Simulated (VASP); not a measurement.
**AlN: single point with LDA**

The system is AlN.

```
CELL_PARAMETERS angstrom
2.21457 2.21457 0.00000
-2.21457 2.21457 0.00000
0.00000 2.21457 2.14509
ATOMIC_POSITIONS crystal
Al 0.00000 0.00000 0.00000
N 0.25000 0.75000 0.50000
```

This cell differs from its parent crystal: in-plane strain +0.02.

* Program: VASP 6.6.1
* Task: single point
* Functional: LDA
* Potentials or basis: VASP PAW LDA potentials, release 64 (Al, N)
* Cutoff: 520 eV
* k mesh: 10 × 10 × 10
* Occupations: gaussian, width 0.01 eV
* Spin: no spin polarisation

```yaml
Pressure: -5.0 GPa
Band_gap_on_the_k_mesh: 3.04 eV, indirect (least direct gap 4.06 eV)
```

Stress tensor (GPa, compression positive):
```
-6.34  0.00  0.00
 0.00 -6.34  0.00
 0.00  0.00 -2.41
```

Levels at points of the mesh, in eV from the valence-band top:
```
           k point  band 2  band 3  band 4  band 5  band 6  band 7
(0.00, 0.00, 0.00)   -0.12   -0.12    0.00    4.06   12.13   12.17
(0.50, 0.00, 0.00)   -5.95   -0.70   -0.44    7.06    9.62   10.53
(0.50, 0.50, 0.00)   -5.11   -1.78   -1.77    3.19    8.43   13.34
(0.00, 0.00, 0.50)   -4.81   -2.04   -2.04    3.04    7.93   13.90
```

Wall time 5.9 s on 1 thread of Intel(R) Xeon(R) 6975P-C (Granite Rapids) (shared host), peak memory 0.13 GiB.

Caveat: the cell differs from its parent crystal (in-plane strain +0.02). A k mesh can miss the band edges.
